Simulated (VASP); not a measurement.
Write the native input for VASP 6.6.1 that does the following.

```
Task                   : relaxation of cell and atoms
Functional             : PBE
Potentials or basis    : VASP PAW PBE potentials, release 64 (Ag, O)
Cutoff                 : 600 eV
k mesh                 : 8 × 8 × 8
Occupations            : gaussian, width 0.1 eV
Spin                   : no spin polarisation
Dipole correction      : no
Further INCAR settings : ALGO = Normal; EDIFF = 1e-07; IBRION = 2; EDIFFG = -0.005; NSW = 100; ISIF = 3
```

The structure of Ag2O lies in POSCAR:

```
Ag2O
1.0
    4.7180000000      0.0000000000      0.0000000000
    0.0000000000      4.7180000000      0.0000000000
    0.0000000000      0.0000000000      4.7180000000
Ag O
4 2
Direct
    0.2500000000      0.2500000000      0.2500000000
    0.2500000000      0.7500000000      0.7500000000
    0.7500000000      0.7500000000      0.2500000000
    0.7500000000      0.2500000000      0.7500000000
    0.0000000000      0.0000000000      0.0000000000
    0.5000000000      0.5000000000      0.5000000000
```

The input as run:

INCAR

```
PREC = Accurate
ENCUT = 600
EDIFF = 1E-7
ISMEAR = 0
SIGMA = 0.1
LREAL = False
LASPH = True
NELM = 120
ALGO = Normal
ISIF = 3
LWAVE = False
LCHARG = False
GGA = PE
IBRION = 2
NSW = 100
EDIFFG = -0.005
GGA_COMPAT = False
NELMIN = 4
```

KPOINTS

```
regular mesh
0
Gamma
  8 8 8
```

Potentials or basis: VASP PAW PBE potentials, release 64 (Ag, O).

Run with:

```bash
$ cat potpaw_PBE.64/Ag/POTCAR potpaw_PBE.64/O/POTCAR > POTCAR
$ mpirun -np 1 vasp_std > vasp.out
```

Results of the run:

- Relaxed volume: 18.53 Å³/atom
- Relaxed cell: a = 4.809 Å, b = 4.809 Å, c = 4.809 Å, α = 90.00°, β = 90.00°, γ = 90.00°
- Space group after relaxing (to 0.05 Å): Pn-3m (No. 224)
- Energy gained by relaxing: 14.1 meV/atom
- Ionic steps: 3
- Pressure after relaxing: 0.0 GPa
- Band gap on the k mesh: zero (filled and empty bands touch)

Run time: 2.5 min on 1 thread of Intel(R) Xeon(R) 6975P-C (Granite Rapids), with other jobs on the host, peak memory 0.3 GiB.
